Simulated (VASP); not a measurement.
PbS (CsCl type): single point with PBE

The system is PbS (CsCl type).

```xyz
2
Lattice="3.3711 0.0000 0.0000 0.0000 3.3711 0.0000 0.0000 0.0000 3.3711" Properties=species:S:1:pos:R:3 pbc="T T T"
Pb    0.0000    0.0000    0.0000
S     1.6855    1.6855    1.6855
```

```yaml
Program: VASP 6.6.1
Task: single point
Functional: PBE
Potentials_or_basis: VASP PAW PBE potentials, release 64 (Pb_d, S)
Cutoff: 520 eV
k_mesh: 13 × 13 × 13
Occupations: fermi-dirac, width 0.08 eV
Spin: no spin polarisation
Dipole_correction: no
Further_INCAR_settings: ALGO = Normal; EDIFF = 1e-06; NBANDS = 17
```

| Quantity | Value |
| --- | --- |
| Pressure | 21.9 GPa |
| Band gap on the k mesh | zero (bands 10 and 11 overlap by 1.37 eV) |

Levels at points of the mesh, in eV from the Fermi level:
| k point | band 7 | band 8 | band 9 | band 10 | band 11 | band 12 | band 13 | band 14 |
| --- | --- | --- | --- | --- | --- | --- | --- | --- |
| (0.00, 0.00, 0.00) | -6.04 | -2.47 | -2.47 | -2.47 | 4.99 | 4.99 | 8.41 | 8.41 |

Wall time 50 s on 1 thread of Intel Xeon 8259CL, on a shared host, peak memory 0.19 GiB.

Caveat: the cell stands under pressure; spin-orbit coupling is left out, which moves the levels of the heavy elements.
